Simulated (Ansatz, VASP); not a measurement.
K in VASP and in Ansatz

Contents of INCAR:

```
PREC = Accurate
ENCUT = 520
EDIFF = 1E-6
ISMEAR = 0
SIGMA = 0.15
LREAL = False
LASPH = True
NELM = 80
ALGO = Fast
ISIF = 2
LWAVE = False
LCHARG = False
GGA = PE
NBANDS = 10
```

Contents of KPOINTS:

```
Automatic mesh
0
Gamma
  14 14 14
```

POSCAR

```
K
1.0
   -2.6180000000      2.6572700000      2.6180000000
    2.6180000000     -2.6572700000      2.6180000000
    2.6180000000      2.6572700000     -2.6180000000
K
1
Direct
    0.0000000000      0.0000000000      0.0000000000
```

Input for Ansatz:

```yaml
crystal:
  lattice:
    - [-2.618, 2.65727, 2.618]
    - [2.618, -2.65727, 2.618]
    - [2.618, 2.65727, -2.618]
  atoms:
    - { symbol: K, position: [0.0, 0.0, 0.0] }
basis:
  ecutwfc: 420
kpoints:
  mp_grid: { grid: [14, 14, 14] }
hamiltonian:
  xc: pbe
scf:
  occupations: { method: gaussian, width: 0.15 }
output:
  forces: true
  stress: true
  eigenvalues: true
```

Change from the starting cell: strain +0.0150 x Voigt [0, 1, 0, 0, 0, 0], atoms carried along.

Alike in both runs: task single point; functional PBE; k mesh 14 × 14 × 14; occupations gaussian, width 0.15 eV; no spin polarisation.

```csv
,VASP,Ansatz
version,VASP 6.6.1,Ansatz 0.2.0
potentials or method,"VASP PAW PBE potentials, release 64 (K_sv), cutoff 520 eV","scalar-relativistic, plane waves, PAW"
valence electrons in the cell,9,9
```

```csv
,VASP,Ansatz,Ansatz less VASP
gap on the k mesh at the Fermi level (eV),none,none,-
pressure (GPa),0.0,0.0,0.00
```

A gap of «none» marks a metal or a gap that the smearing closes.
